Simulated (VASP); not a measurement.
Si: single point with PBE

Crystal: Si.

```
CELL_PARAMETERS angstrom
4.28770 0.00000 0.00000
-2.14385 3.71326 0.00000
0.00000 0.00000 2.45534
ATOMIC_POSITIONS crystal
Si 0.00000 0.00000 0.00000
Si 0.33333 0.66667 0.50000
Si 0.66667 0.33333 0.50000
```

This isn't the form of Si at room conditions, which is diamond.

```json
{"Program": "VASP 6.6.1", "Task": "single point", "Functional": "PBE", "Potentials or basis": "VASP PAW PBE potentials, release 64 (Si)", "Cutoff": "520 eV", "k mesh": "9 × 9 × 14", "Occupations": "fermi-dirac, width 0.1 eV", "Spin": "no spin polarisation", "Dipole correction": "no", "Further INCAR settings": "ALGO = Normal; EDIFF = 1e-07; NBANDS = 13"}
```

```yaml
Pressure: 15.8 GPa
Band_gap_on_the_k_mesh: zero (bands 6 and 7 overlap by 7.82 eV)
```

Stress tensor (GPa, compression positive):
```
13.60  0.00  0.00
 0.00 13.60  0.00
 0.00  0.00 20.23
```

Levels at points of the mesh, in eV from the Fermi level:
| k point | band 4 | band 5 | band 6 | band 7 | band 8 | band 9 |
| --- | --- | --- | --- | --- | --- | --- |
| (0.00, 0.00, 0.00) | -5.01 | -5.01 | -4.95 | -4.95 | 6.91 | 7.93 |
| (0.00, 0.00, 0.50) | -0.65 | -0.65 | -0.41 | 0.69 | 0.69 | 0.83 |

Run time: 19 s on 1 thread of Intel(R) Xeon(R) Platinum 8559C (Emerald Rapids) (shared host), peak memory 0.16 GiB.

Caveat: the cell stands under pressure.
